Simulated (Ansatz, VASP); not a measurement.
# Pt in VASP and in Ansatz

```
CELL_PARAMETERS angstrom
-1.70148 1.70148 1.36994
1.70148 -1.70148 1.36994
1.70148 1.70148 -1.36994
ATOMIC_POSITIONS crystal
Pt 0.50000 0.50000 0.00000
```

Alike in both runs: functional PBE; k mesh 28 × 28 × 28; occupations fermi-dirac, width 0.15 eV; no spin polarisation.

Ansatz relaxed the structure, and its values are those at the end. VASP's run is a single point on that final structure, the one shown.

|  | VASP | Ansatz |
| --- | --- | --- |
| version | VASP 6.6.1 | Ansatz 0.2.0 |
| potentials or method | VASP PAW PBE potentials, release 64 (Pt), cutoff 520 eV | scalar-relativistic, plane waves, PAW |
| valence electrons in the cell | 10 | 18 |

|  | VASP | Ansatz | Ansatz less VASP |
| --- | --- | --- | --- |
| gap on the k mesh at the Fermi level (eV) | none | none | - |
| pressure (GPa) | -0.5 | 0.0 | +0.48 |

A gap of «none» marks a metal or a gap that the smearing closes. VASP's potentials hold 10 valence electrons a cell and Ansatz's 18, so a difference there can come from the potentials and not from the codes.

Neither program's run includes spin-orbit coupling.
